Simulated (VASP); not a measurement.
Here is a VASP 6.6.1 calculation.

File INCAR:

```
SYSTEM = BaTiO3
PREC = Accurate ; ENCUT = 1340
EDIFF = 1E-6 ; ISMEAR = 0
SIGMA = 0.01 ; LREAL = .False.
LASPH = .True. ; NELM = 120
ALGO = Normal ; ISIF = 2
LWAVE = .False. ; LCHARG = .True.
GGA = PS ; LELF = .True.
LVHAR = .True. ; NBANDS = 28
GGA_COMPAT = .False.
```

KPOINTS

```
Automatic mesh
0
Gamma
  4 4 4
  0 0 0
```

POSCAR

```
BaTiO3
1.0
    2.8185043947      1.6272642710      2.3110542002
   -2.8185043947      1.6272642710      2.3110542002
    0.0000000000     -3.2545285419      2.3110542002
Ba Ti O
1 1 3
Direct
   -0.0030252973     -0.0030252973     -0.0030252973
    0.4852047413      0.4852047413      0.4852047413
    0.5102471674      0.5102471674      0.0165262212
    0.0165262212      0.5102471674      0.5102471674
    0.5102471674      0.0165262212      0.5102471674
```

Potentials or basis: VASP PAW PBE potentials, release 64 (Ba_sv, Ti_sv, O_h).

Launch:

```sh
$ cat potpaw_PBE.64/Ba_sv/POTCAR potpaw_PBE.64/Ti_sv/POTCAR potpaw_PBE.64/O_h/POTCAR > POTCAR
$ mpirun -np 1 vasp_std > vasp.out
```

Predict the band gap on the k mesh.

2.33 eV (least direct gap 2.72 eV).

Estimate the largest force.

0.046 eV/Å.

What does it give for the pressure?

1.7 GPa.

Forces on the atoms (eV/Å):
```
Ba   0.000  0.000  0.046
Ti   0.000  0.000  0.025
O    0.000  0.006 -0.024
O   -0.005 -0.003 -0.024
O    0.005 -0.003 -0.024
```

Caveat: the PAW data sets were made with another functional, which shifts forces and pressure a little; spin-orbit coupling is left out, which moves the levels of the heavy elements. A k mesh can miss the band edges.
